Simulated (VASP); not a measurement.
Al2Au:

```
Au Al
1.0
     0.00000    3.00000    3.00000
     3.00000    0.00000    3.00000
     3.00000    3.00000    0.00000
Au Al
1 2
Direct
  0.00000 0.00000 0.00000
  0.75000 0.75000 0.75000
  0.25000 0.25000 0.25000
```

```yaml
Program: VASP 6.6.1
Task: relaxation of cell and atoms
Functional: revPBE
Potentials_or_basis: VASP PAW PBE potentials, release 64 (Au, Al)
Cutoff: 600 eV
k_mesh: 8 × 8 × 8
Occupations: fermi-dirac, width 0.05 eV
Spin: no spin polarisation
```

At the start: pressure 4.6 GPa; volume 18.00 Å³/atom.

Q: Where does the relaxation end?

A: Over 3 steps the energy falls by 10.3 meV/atom and the volume is 18.76 Å³/atom (+4.2 %); space group Fm-3m (No. 225, to 0.05 Å).

The path:
```csv
step,energy change (eV),largest force (eV/Å),pressure (GPa),volume (Å³)
1,0.0000,0.0000,4.56,54.00
2,-0.0136,0.0000,-2.94,58.10
3,-0.0310,0.0000,0.02,56.28
```

Final structure:
```
Au Al
1.0
     0.00000    3.04156    3.04156
     3.04156    0.00000    3.04156
     3.04156    3.04156    0.00000
Au Al
1 2
Direct
  0.00000 0.00000 0.00000
  0.75000 0.75000 0.75000
  0.25000 0.25000 0.25000
```

Caveat: the PAW data sets were made with another functional, which shifts forces and pressure a little.
